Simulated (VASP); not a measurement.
# LiRe12 (a cell with a defect) in VASP: single point with PBEsol

Aim: the single point of LiRe12 (a cell with a defect) with PBEsol.

All numbers are computed with VASP 6.6.1; they aren't measurements. Logs are shortened: lines on timing, memory, paths and dates and some standing lists are left out, and cuts for length are marked.

**1. The cell of the first run**

The cell holds a defect, 13 atoms: a = 5.520 Å, b = 8.280 Å, c = 4.457 Å, α = 90.00°, β = 90.00°, γ = 120.00°.

**2. Single point, PBEsol**

INCAR

```
SYSTEM = LiRe12
PREC = Accurate
ENCUT = 520
EDIFF = 1E-7
ISMEAR = -1
SIGMA = 0.15
LREAL = .FALSE.
LASPH = .TRUE.
NELM = 80
ALGO = Normal
ISIF = 2
LWAVE = .FALSE.
LCHARG = .TRUE.
GGA = PS
LELF = .TRUE.
LVHAR = .TRUE.
NBANDS = 56
```

KPOINTS

```
Automatic mesh
0
G
  2 2 2
  0 0 0
```

POSCAR

```
LiRe12
1.0
    5.5200000000      0.0000000000      0.0000000000
   -4.1400000000      7.1706900000      0.0000000000
    0.0000000000      0.0000000000      4.4574000000
Re Li
12 1
Direct
    0.0024474447     -0.0114459727      0.0355332747
    0.1896812531      0.2350049631      0.4684149817
    0.0122791581      0.3503719627      0.0297116858
    0.1652208503      0.5594803459      0.4959162989
   -0.0085408578      0.6617425580      0.0150042729
    0.1704350176      0.8939581768      0.5026969578
    0.4767062635     -0.0101723999      0.0338000410
    0.6638982277      0.2361418696      0.4669814843
    0.4958197016      0.3307662171     -0.0004139922
    0.6748159393      0.5629441603      0.4873099599
    0.5010213978      0.6651849689      0.0063381220
    0.6538678227      0.8742357211      0.4723122627
    0.8332202814      0.1121744291      0.7510523504
```

Potentials or basis: VASP PAW PBE potentials, release 64 (Re, Li_sv).

Command:

```
> cat potpaw_PBE.64/Re/POTCAR potpaw_PBE.64/Li_sv/POTCAR > POTCAR
> mpirun -np 1 vasp_std > vasp.out
```

OUTCAR:

```text
SYSTEM = LiRe12
   PREC = Accurate
   ENCUT = 520
   EDIFF = 1E-7
   ISMEAR = -1
   LREAL = .FALSE.
   LASPH = .TRUE.
   NELM = 80
   ISIF = 2
   GGA = PS

 ion  position               nearest neighbor table
   1  0.002  0.989  0.036-  13 2.12   6 2.56  12 2.56   7 2.61   2 2.62   5 2.68  11 2.73   9 2.78
                             6 2.80   7 2.91   3 2.97  12 3.01   2 3.08
   2  0.190  0.235  0.468-  13 2.12   9 2.55   3 2.58   8 2.61   1 2.62  10 2.70   4 2.76   6 2.78
                             9 2.78   8 2.91  12 2.97   3 3.01   1 3.08
   3  0.012  0.350  0.030-  13 2.11   4 2.56   8 2.56   2 2.58   5 2.64  11 2.66   9 2.76   9 2.78
                             4 2.81   1 2.97   7 2.97   8 3.01   2 3.01
   4  0.165  0.559  0.496-   3 2.56   5 2.65  12 2.66  11 2.71  10 2.72   8 2.73   6 2.76   2 2.76
                            11 2.78   5 2.79  10 2.80   3 2.81
   5  0.991  0.662  0.015-  10 2.59   3 2.64   4 2.65   1 2.68   7 2.70  11 2.72   6 2.74   9 2.74
                             4 2.79  10 2.80  11 2.80   6 2.83
   6  0.170  0.894  0.503-   7 2.55   1 2.56   5 2.74  10 2.74   4 2.76  12 2.76   2 2.78  12 2.78
                             7 2.78   8 2.78   1 2.80   5 2.83
   7  0.477  0.990  0.034-  13 2.12   6 2.55  12 2.57   1 2.61   8 2.62   5 2.70  11 2.76   9 2.78
                             6 2.78   1 2.91   3 2.97  12 3.01   8 3.08
   8  0.664  0.236  0.467-  13 2.12   9 2.56   3 2.56   2 2.61   7 2.62  10 2.68   4 2.73   6 2.78
                             9 2.80   2 2.91  12 2.97   3 3.01   7 3.08
   9  0.496  0.331  1.000-   2 2.55   8 2.56  10 2.74   5 2.74  11 2.75   3 2.76   7 2.78   3 2.78
                             2 2.78   1 2.78   8 2.80  10 2.83
  10  0.675  0.563  0.487-   5 2.59  12 2.64  11 2.65   8 2.68   2 2.70   4 2.72   9 2.74   6 2.74
                            11 2.79   5 2.80   4 2.80   9 2.83
  11  0.501  0.665  0.006-  12 2.56  10 2.65   3 2.66   4 2.71   5 2.72   1 2.73   9 2.75   7 2.76
                             4 2.78  10 2.79   5 2.80  12 2.81
  12  0.654  0.874  0.472-  13 2.11  11 2.56   1 2.56   7 2.57  10 2.64   4 2.66   6 2.76   6 2.78
                            11 2.81   8 2.97   2 2.97   7 3.01   1 3.01
  13  0.833  0.112  0.751-  12 2.11   3 2.11   1 2.12   8 2.12   2 2.12   7 2.12

  LATTYP: Found a simple monoclinic cell.
 ALAT       =     5.5200000000
 B/A-ratio  =     0.8075000000
 C/A-ratio  =     1.3228755945
 COS(beta)  =    -0.1889822452

  Lattice vectors:

 A1 = (   5.5200000000,   0.0000000000,   0.0000000000)
 A2 = (   0.0000000000,   0.0000000000,   4.4574000000)
 A3 = (  -1.3800000000,  -7.1706900000,   0.0000000000)

Analysis of symmetry for initial positions (statically):
=====================================================================
 Subroutine PRICEL returns:
 Original cell was already a primitive cell.

 Routine SETGRP: Setting up the symmetry group for a
 simple monoclinic supercell.

 Subroutine GETGRP returns: Found  1 space group operations
 (whereof  1 operations were pure point group operations)
 out of a pool of  4 trial point group operations.

The static configuration has the point symmetry C_1 .

Analysis of symmetry for dynamics (positions and initial velocities):
=====================================================================
 Subroutine PRICEL returns:
 Original cell was already a primitive cell.

 Routine SETGRP: Setting up the symmetry group for a
 simple monoclinic supercell.

 Subroutine GETGRP returns: Found  1 space group operations
 (whereof  1 operations were pure point group operations)
 out of a pool of  4 trial point group operations.

The dynamic configuration has the point symmetry C_1 .

 Subroutine INISYM returns: Found  1 space group operations
 (whereof  1 operations are pure point group operations),
 and found     1 'primitive' translations

----------------------------------------------------------------------------------------

                                     Primitive cell

  volume of cell :     176.4337

  direct lattice vectors                    reciprocal lattice vectors
     5.520000000  0.000000000  0.000000000     0.181159420  0.104592445  0.000000000
    -4.140000000  7.170690000  0.000000000     0.000000000  0.139456593  0.000000000
     0.000000000  0.000000000  4.457400000     0.000000000  0.000000000  0.224346031
[... 46 lines left out ...]
     0.090579710  0.052296223  0.000000000     0.500000000  0.000000000  0.000000000
     0.000000000  0.069728297  0.000000000     0.000000000  0.500000000  0.000000000
     0.000000000  0.000000000  0.112173016     0.000000000  0.000000000  0.500000000

  Length of vectors
     0.104592441  0.069728297  0.112173016

  Shift w.r.t. Gamma in fractional coordinates (k-lattice)
     0.000000000  0.000000000  0.000000000

 Subroutine IBZKPT returns following result:
 ===========================================

 Found      8 irreducible k-points:

 Following reciprocal coordinates:
            Coordinates               Weight
  0.000000  0.000000  0.000000      1.000000
  0.500000  0.000000  0.000000      1.000000
  0.000000  0.500000  0.000000      1.000000
  0.500000  0.500000  0.000000      1.000000
  0.000000  0.000000  0.500000      1.000000
  0.500000  0.000000  0.500000      1.000000
  0.000000  0.500000  0.500000      1.000000
  0.500000  0.500000  0.500000      1.000000
   k-points           NKPTS =      8   k-points in BZ     NKDIM =      8   number of bands    NBANDS=     56
   number of dos      NEDOS =    301   number of ions     NIONS =     13
   total plane-waves  NPLWV =  96768
   dimension x,y,z NGX =    42 NGY =   64 NGZ =   36
   dimension x,y,z NGXF=    84 NGYF=  128 NGZF=   72
   ions per type =              12   1
   NGX,Y,Z   is equivalent  to a cutoff of  12.65, 12.85, 13.43 a.u.
   NGXF,Y,Z  is equivalent  to a cutoff of  25.30, 25.70, 26.85 a.u.
 SYSTEM =  LiRe12
   PREC   = accura    normal or accurate (medium, high low for compatibility)
   ISTART =      0    job   : 0-new  1-cont  2-samecut
   ICHARG =      2    charge: 1-file 2-atom 10-const
   ISPIN  =      1    spin polarized calculation?
   LNONCOLLINEAR =      F non collinear calculations
   LSORBIT =      F    spin-orbit coupling
   LASPH  =      T    aspherical Exc in radial PAW
   ENCUT  =  520.0 eV  38.22 Ry    6.18 a.u.  10.26 15.40  8.29*2*pi/ulx,y,z
   NELM   =     80;   NELMIN=  2; NELMDL= -5     # of ELM steps
   EDIFF  = 0.1E-06   stopping-criterion for ELM
   LREAL  =      F    real-space projection
   EDIFFG = 0.1E-05   stopping-criterion for IOM
   NSW    =      0    number of steps for IOM
   IBRION =     -1    ionic relax: 0-MD 1-quasi-New 2-CG
   NFREE  =      0    steps in history (QN), initial steepest desc. (CG)
   ISIF   =      2    stress and relaxation
   ISYM   =      2    0-nonsym 1-usesym 2-fastsym
   POTIM  = 0.5000    time-step for ionic-motion
   TEBEG  =    0.0;   TEEND  =   0.0 temperature during run
   PSTRESS=    0.0 pullay stress
   NELECT =      87.0000    total number of electrons
   NUPDOWN=      -1.0000    fix difference up-down
   EMIN   =  10.00;   EMAX   =-10.00  energy-range for DOS
   EFERMI =   0.00;   METHOD = LEGACY
   ISMEAR =    -1;   SIGMA  =   0.15  broadening in eV -4-tet -1-fermi 0-gaus
   EFERMI_NEDOS =   21; number of points for ismear=-14 and -15
   IALGO  =     38    algorithm
   IMIX   =      4    mixing-type and parameters
     AMIX     =   0.40;   BMIX     =  1.00
     AMIX_MAG =   1.60;   BMIX_MAG =  1.00
  volume/ion in A,a.u.               =      13.57        91.59
  Fermi-wavevector in a.u.,A,eV,Ry     =   1.293364  2.444103 22.759689  1.672790
  Thomas-Fermi vector in A             =   2.425014
   LORBIT       =      0    0 simple, 1 ext, 2 COOP (PROOUT), +10 PAW based schemes
   GGA     = PS    functional components
   LHFCALC =     F    Hartree Fock is set to
   AEXX    =    0.0000 exact exchange contribution
   IVDW    =     0    specifies the selected vdW correction
   LEPSILON=     F    determine dielectric tensor
   LRPA    =     F    only Hartree local field effects (RPA)
 non-spin polarized calculation
  energy-cutoff  :      520.00
  volume of cell :      176.43
 maximum number of plane-waves:      4768
 NGX is ok and might be reduce to    42
   NGX = 21   NGY = 31   NGZ = 17

 number of electron      87.0000002 magnetization

 Free energy of the ion-electron system (eV)
  ---------------------------------------------------
  ext. energy  EPLUGINS =         0.00000000
  ---------------------------------------------------
  free energy    TOTEN  =      -157.54790593 eV

  energy without entropy =     -156.86893751  energy(sigma->0) =     -157.20842172

 E-fermi :   8.0867     XC(G=0): -13.8840

 val. band max:        8.0855937025   @ k =   0.0000   0.5000   0.0000
 cond. band min:       8.1067121696   @ k =   0.5000   0.5000   0.0000
 fundamental gap:      0.0211184671
 Fermi energy:         8.0866551042

 k-point     1 :       0.0000    0.0000    0.0000
  band No.  band energies     occupation
      1     -36.4361      2.00000
      2      -1.8422      2.00000
      3       1.0786      2.00000
      4       1.2138      2.00000
      5       1.3803      2.00000
      6       1.8353      2.00000
[... 453 lines left out ...]
     54      10.8988      0.00000
     55      10.9611      0.00000
 [bands above 55 left out]

------------------------ aborting loop because EDIFF is reached ----------------------------------------

  FORCE on cell =-STRESS in cart. coord.  units (eV):
  Direction    XX          YY          ZZ          XY          YZ          ZX
  --------------------------------------------------------------------------------------
  -------------------------------------------------------------------------------------
  Total       21.7786537     16.3509039     20.1002845      0.2818635     -0.7288434     -0.2527112
  in kB      197.7698011    148.4809417    182.5286970      2.5595749     -6.6185545     -2.2948451
  external PRESSURE =     176.2598133 kB  Pullay stress =       0.0000000 kB

 VOLUME and BASIS-vectors are now :
 -----------------------------------------------------------------------------
  energy-cutoff  :      520.00
  volume of cell :      176.43
      direct lattice vectors                 reciprocal lattice vectors
     5.520000000  0.000000000  0.000000000     0.181159420  0.104592445  0.000000000
    -4.140000000  7.170690000  0.000000000     0.000000000  0.139456593  0.000000000
     0.000000000  0.000000000  4.457400000     0.000000000  0.000000000  0.224346031

 POSITION                                       TOTAL-FORCE (eV/Angst)
 -----------------------------------------------------------------------------------
     -4.07910      7.08861      0.15839         0.035589     -0.010984      0.058095
      0.07412      1.68515      2.08791         0.026281      0.014967     -0.067158
     -1.38276      2.51241      0.13244         0.001645      0.028755      0.084007
     -1.40423      4.01186      2.21050        -0.013329     -0.000556     -0.060594
      2.73324      4.74515      0.06688        -0.010163     -0.014513      0.051384
     -2.76019      6.41030      2.24072         0.004353      0.006793     -0.064043
     -1.46647      7.09775      0.15066        -0.026716     -0.019857      0.066365
      2.68709      1.69330      2.08152        -0.033718      0.009468     -0.064189
      1.36755      2.37182      4.45555        -0.002076     -0.007758      0.067099
      1.39440      4.03670      2.17214         0.012151      0.016954     -0.052668
      0.01177      4.76984      0.02825         0.011754      0.001030      0.057445
     -0.00999      6.26887      2.10528        -0.003651     -0.028347     -0.077285
      4.13497      0.80437      3.34774        -0.002119      0.004048      0.001542
 -----------------------------------------------------------------------------------
    total drift:                               -0.000191      0.000402      0.000172

  FREE ENERGIE OF THE ION-ELECTRON SYSTEM (eV)
  ---------------------------------------------------
  free  energy   TOTEN  =      -157.5479059274 eV

  energy  without entropy=     -156.8689375104  energy(sigma->0) =     -157.20842172
```

Wall time 3.1 min (1 thread of Intel Xeon Platinum 8488C (Sapphire Rapids), shared host); peak memory 0.31 GiB.

What came out:

| Property | Result |
| --- | --- |
| Free energy | -157.5479 eV |
| Largest force | 0.089 eV/Å |
| Band gap on the k mesh | zero (an odd number of electrons rules out a gap without spin polarisation) |

Forces in eV/Å, atoms in the order of the input:
```
Re   0.036 -0.011  0.058
Re   0.026  0.015 -0.067
Re   0.002  0.029  0.084
Re  -0.013 -0.001 -0.061
Re  -0.010 -0.015  0.051
Re   0.004  0.007 -0.064
Re  -0.027 -0.020  0.066
Re  -0.034  0.009 -0.064
Re  -0.002 -0.008  0.067
Re   0.012  0.017 -0.053
Re   0.012  0.001  0.057
Re  -0.004 -0.028 -0.077
Li  -0.002  0.004  0.002
```

Caveat: the k points lie up to 0.70 Å⁻¹ apart, too coarse for converged energies and pressures of a metal; the cutoff is under 1.25 times the usual one of these potentials, so pressure, stress and relaxed cells hold a basis-set (Pulay) error; the PAW data sets were made with another functional, which shifts forces and pressure a little; spin-orbit coupling is left out, which moves the levels of the heavy elements.

The gap in the log of VASP goes by the Fermi energy; the results here count the filled bands.